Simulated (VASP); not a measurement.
# KTaO3 (Pm-3m) in VASP: settings compared, part 2 of 2

VASP 6.6.1. The steps go on from the part before.

## 4. Single point, PBE

This run uses another cell than the first one, of 11.93 Å³/atom.

INCAR

```
SYSTEM = KTaO3
ALGO = Normal
EDIFF = 1E-6
ENCUT = 700
GGA = PE
GGA_COMPAT = .False.
ISIF = 2
ISMEAR = -1
LASPH = .True.
LCHARG = .False.
LREAL = .False.
LWAVE = .False.
NBANDS = 28
NELM = 120
PREC = Accurate
SIGMA = 0.05
```

KPOINTS

```
k-points
0
Gamma
  7 7 7
  0 0 0
```

POSCAR

```
KTaO3
1.0
    3.9068832774      0.0000000000      0.0000000000
    0.0000000000      3.9068832774      0.0000000000
    0.0000000000      0.0000000000      3.9068832774
Ta K O
1 1 3
Direct
    0.0000000000      0.0000000000      0.0000000000
    0.5000000000      0.5000000000      0.5000000000
    0.0000000000      0.0000000000      0.5000000000
    0.0000000000      0.5000000000      0.0000000000
    0.5000000000      0.0000000000      0.0000000000
```

Potentials or basis: VASP PAW PBE potentials, release 64 (Ta_sv_GW, K_sv, O).

Run with:

```
$ cat potpaw_PBE.64/Ta_sv_GW/POTCAR potpaw_PBE.64/K_sv/POTCAR potpaw_PBE.64/O/POTCAR > POTCAR
$ mpirun -np 1 vasp_std > vasp.out
```

OUTCAR:

```text
SYSTEM = KTaO3
   EDIFF = 1E-6
   ENCUT = 700
   GGA = PE
   ISIF = 2
   ISMEAR = -1
   LASPH = .True.
   LREAL = .False.
   NELM = 120
   PREC = Accurate

 ion  position               nearest neighbor table
   1  0.000  0.000  0.000-   3 1.95   4 1.95   5 1.95   3 1.95   4 1.95   5 1.95   2 3.38   2 3.38
                             2 3.38   2 3.38   2 3.38   2 3.38   2 3.38   2 3.38
   2  0.500  0.500  0.500-   3 2.76   4 2.76   5 2.76   4 2.76   5 2.76   3 2.76   5 2.76   5 2.76
                             3 2.76   4 2.76   4 2.76   3 2.76   1 3.38   1 3.38   1 3.38   1 3.38
   3  0.000  0.000  0.500-   1 1.95   1 1.95   2 2.76   2 2.76   2 2.76   2 2.76
   4  0.000  0.500  0.000-   1 1.95   1 1.95   2 2.76   2 2.76   2 2.76   2 2.76
   5  0.500  0.000  0.000-   1 1.95   1 1.95   2 2.76   2 2.76   2 2.76   2 2.76

  LATTYP: Found a simple cubic cell.
 ALAT       =     3.9068832774

  Lattice vectors:

 A1 = (   3.9068832774,   0.0000000000,   0.0000000000)
 A2 = (   0.0000000000,   3.9068832774,   0.0000000000)
 A3 = (   0.0000000000,   0.0000000000,   3.9068832774)

Analysis of symmetry for initial positions (statically):
=====================================================================
 Subroutine PRICEL returns:
 Original cell was already a primitive cell.

 Routine SETGRP: Setting up the symmetry group for a
 simple cubic supercell.

 Subroutine GETGRP returns: Found 48 space group operations
 (whereof 48 operations were pure point group operations)
 out of a pool of 48 trial point group operations.

The static configuration has the point symmetry O_h .

Analysis of symmetry for dynamics (positions and initial velocities):
=====================================================================
 Subroutine PRICEL returns:
 Original cell was already a primitive cell.

 Routine SETGRP: Setting up the symmetry group for a
 simple cubic supercell.

[... 123 lines left out ...]
   IMIX   =      4    mixing-type and parameters
     AMIX     =   0.40;   BMIX     =  1.00
     AMIX_MAG =   1.60;   BMIX_MAG =  1.00
  volume/ion in A,a.u.               =      11.93        80.49
  Fermi-wavevector in a.u.,A,eV,Ry     =   1.433060  2.708091 27.941756  2.053661
  Thomas-Fermi vector in A             =   2.552620
   LORBIT       =      0    0 simple, 1 ext, 2 COOP (PROOUT), +10 PAW based schemes
   GGA     = PE    functional components
   LHFCALC =     F    Hartree Fock is set to
   AEXX    =    0.0000 exact exchange contribution
   IVDW    =     0    specifies the selected vdW correction
   LEPSILON=     F    determine dielectric tensor
   LRPA    =     F    only Hartree local field effects (RPA)
 non-spin polarized calculation
  energy-cutoff  :      700.00
  volume of cell :       59.63
 maximum number of plane-waves:      2521
 NGX is ok and might be reduce to    36
   NGX = 17   NGY = 17   NGZ = 17

 number of electron      40.0000006 magnetization

 Free energy of the ion-electron system (eV)
  ---------------------------------------------------
  ext. energy  EPLUGINS =         0.00000000
  ---------------------------------------------------
  free energy    TOTEN  =       -43.30491979 eV

  energy without entropy =      -43.30491979  energy(sigma->0) =      -43.30491979

 E-fermi :   4.7629     XC(G=0): -11.3193

 val. band max:        3.6685652696   @ k =   0.4286   0.4286   0.4286
 cond. band min:       6.0812431454   @ k =   0.0000   0.0000   0.0000
 fundamental gap:      2.4126778757
 Fermi energy:         4.7628630043

 k-point     1 :       0.0000    0.0000    0.0000
  band No.  band energies     occupation
      1     -63.4814      2.00000
      2     -30.0232      2.00000
      3     -30.0232      2.00000
      4     -30.0232      2.00000
      5     -23.5339      2.00000
      6     -14.0257      2.00000
[... 609 lines left out ...]
     27      15.1859      0.00000
     28      15.9234      0.00000

------------------------ aborting loop because EDIFF is reached ----------------------------------------

  FORCE on cell =-STRESS in cart. coord.  units (eV):
  Direction    XX          YY          ZZ          XY          YZ          ZX
  --------------------------------------------------------------------------------------
  -------------------------------------------------------------------------------------
  Total        7.7134549      7.7134549      7.7134549      0.0000000     -0.0000000      0.0000000
  in kB      207.2374383    207.2374383    207.2374383      0.0000000     -0.0000000      0.0000000
  external PRESSURE =     207.2374383 kB  Pullay stress =       0.0000000 kB

 VOLUME and BASIS-vectors are now :
 -----------------------------------------------------------------------------
  energy-cutoff  :      700.00
  volume of cell :       59.63
      direct lattice vectors                 reciprocal lattice vectors
     3.906883277  0.000000000  0.000000000     0.255958504  0.000000000  0.000000000
     0.000000000  3.906883277  0.000000000     0.000000000  0.255958504  0.000000000
     0.000000000  0.000000000  3.906883277     0.000000000  0.000000000  0.255958504

 POSITION                                       TOTAL-FORCE (eV/Angst)
 -----------------------------------------------------------------------------------
      0.00000      0.00000      0.00000         0.000000      0.000000      0.000000
      1.95344      1.95344      1.95344         0.000000      0.000000      0.000000
      0.00000      0.00000      1.95344         0.000000      0.000000      0.000000
      0.00000      1.95344      0.00000         0.000000      0.000000      0.000000
      1.95344      0.00000      0.00000         0.000000      0.000000      0.000000
 -----------------------------------------------------------------------------------
    total drift:                                0.000000      0.000000     -0.000000

  FREE ENERGIE OF THE ION-ELECTRON SYSTEM (eV)
  ---------------------------------------------------
  free  energy   TOTEN  =       -43.3049197905 eV

  energy  without entropy=      -43.3049197904  energy(sigma->0) =      -43.30491979
```

OSZICAR:

```text
N       E                     dE             d eps       ncg     rms          rms(c)
[... 11 lines left out ...]
DAV:  12    -0.433400077704E+02    0.95424E-02   -0.20730E-03  1324   0.308E-01    0.114E+02
DAV:  13    -0.433208286481E+02    0.19179E-01   -0.47000E-02  1272   0.145E+00    0.761E+01
DAV:  14    -0.433090104294E+02    0.11818E-01   -0.15320E-02  1508   0.863E-01    0.206E+01
DAV:  15    -0.433049935161E+02    0.40169E-02   -0.16754E-02  1428   0.751E-01    0.865E-01
DAV:  16    -0.433049658042E+02    0.27712E-04   -0.13816E-03  1652   0.210E-01    0.338E+00
DAV:  17    -0.433049266635E+02    0.39141E-04   -0.18205E-04  1500   0.803E-02    0.101E+00
DAV:  18    -0.433049196562E+02    0.70073E-05   -0.43681E-05  1372   0.390E-02    0.288E-01
DAV:  19    -0.433049197905E+02   -0.13437E-06   -0.41984E-06  1312   0.121E-02
   1 F= -.43304920E+02 E0= -.43304920E+02  d E =-.810290E-10
```

stdout:

```text
POSCAR found type information on POSCAR TaK O
 POSCAR found :  3 types and       5 ions
 scaLAPACK will be used
 LDA part: xc-table for (Slater+PW92), standard interpolation
 POSCAR, INCAR and KPOINTS ok, starting setup
 FFT: planning ... GRIDC
 FFT: planning ... GRID_SOFT
 FFT: planning ... GRID
 WAVECAR not read
 entering main loop
```

It took 91 s on 1 thread of Intel Xeon Platinum 8488C (Sapphire Rapids), shared host; peak memory 0.23 GiB.

Results:

```yaml
Free_energy: -43.3049 eV
Pressure: 20.7 GPa
Band_gap_on_the_k_mesh: 2.41 eV (least direct gap 2.92 eV)
```

Levels at points of the mesh, in eV from the valence-band top:
| k point | band 17 | band 18 | band 19 | band 20 | band 21 | band 22 | band 23 | band 24 |
| --- | --- | --- | --- | --- | --- | --- | --- | --- |
| (0.00, 0.00, 0.00) | -1.09 | -0.51 | -0.51 | -0.51 | 2.41 | 2.41 | 2.41 | 7.20 |

Caveat: the cell stands under pressure; spin-orbit coupling is left out, which moves the levels of the heavy elements; an odd mesh through Γ misses points on the zone boundary, where band edges can lie.

## 5. Single point, PBEsol+D4

This run uses another cell than the first one, of 13.20 Å³/atom.

INCAR

```
SYSTEM = KTaO3
PREC = Accurate ; ENCUT = 700
EDIFF = 1E-6 ; ISMEAR = -1
SIGMA = 0.05 ; LREAL = .FALSE.
LASPH = .TRUE. ; NELM = 120
ALGO = Normal ; ISIF = 2
LWAVE = .FALSE. ; LCHARG = .FALSE.
GGA = PS ; IVDW = 13
NBANDS = 28 ; GGA_COMPAT = .FALSE.
```

KPOINTS

```
regular mesh
0
G
  7 7 7
  0 0 0
```

Edit POSCAR of step 4 so:

```diff
@@ -2,5 +2,5 @@
 1.0
-    3.9068832774      0.0000000000      0.0000000000
-    0.0000000000      3.9068832774      0.0000000000
-    0.0000000000      0.0000000000      3.9068832774
+    4.0407836503      0.0000000000      0.0000000000
+    0.0000000000      4.0407836503      0.0000000000
+    0.0000000000      0.0000000000      4.0407836503
 Ta K O
```

Run with:

```
$ cat potpaw_PBE.64/Ta_sv_GW/POTCAR potpaw_PBE.64/K_sv/POTCAR potpaw_PBE.64/O/POTCAR > POTCAR
$ mpirun -np 1 vasp_std > vasp.out
```

It took 3.1 min on 1 thread of AMD EPYC, shared host; peak memory 0.21 GiB.

It converged, with:

- Free energy: -45.8977 eV
- Pressure: -8.7 GPa
- Band gap on the k mesh: 2.09 eV (least direct gap 2.67 eV)
- Dispersion energy per atom: -0.087 eV

Levels at points of the mesh, in eV from the valence-band top:
```
           k point  band 18  band 19  band 20  band 21  band 22  band 23
(0.00, 0.00, 0.00)    -0.58    -0.58    -0.58     2.09     2.09     2.09
```

Caveat: the cell stands under tension; the PAW data sets were made with another functional, which shifts forces and pressure a little; spin-orbit coupling is left out, which moves the levels of the heavy elements; an odd mesh through Γ misses points on the zone boundary, where band edges can lie.

## 6. Summary

| level | potentials or basis | cell | gap on the mesh (eV) | pressure (GPa) |
| --- | --- | --- | --- | --- |
| LDA | VASP PAW LDA potentials, release 64 (Ta_sv_GW, K_sv, O) | a = 4.067 Å, 5 atoms | 1.98 | -15.0 |
| PBEsol | VASP PAW PBE potentials, release 64 (Ta_sv_GW, K_sv, O) | a = 3.934 Å, 5 atoms | 2.27 | 8.8 |
| PBE | VASP PAW PBE potentials, release 64 (Ta_sv_GW, K_sv, O) | a = 3.907 Å, 5 atoms | 2.41 | 20.7 |
| PBEsol+D4 | VASP PAW PBE potentials, release 64 (Ta_sv_GW, K_sv, O) | a = 4.041 Å, 5 atoms | 2.09 | -8.7 |

Alike in all rows: task single point; no spin polarisation; k mesh 7 × 7 × 7; cutoff (eV) 700; smearing fermi-dirac 0.05 eV.

Caveats: spin-orbit coupling is left out, which moves the levels of the heavy elements; an odd mesh through Γ misses points on the zone boundary, where band edges can lie; the cell stands under tension (at least some runs); the cell stands under pressure (at least some runs); the PAW data sets were made with another functional, which shifts forces and pressure a little (at least some runs).

Total energies depend on the potentials used, so only differences within one code and one set of settings carry meaning.
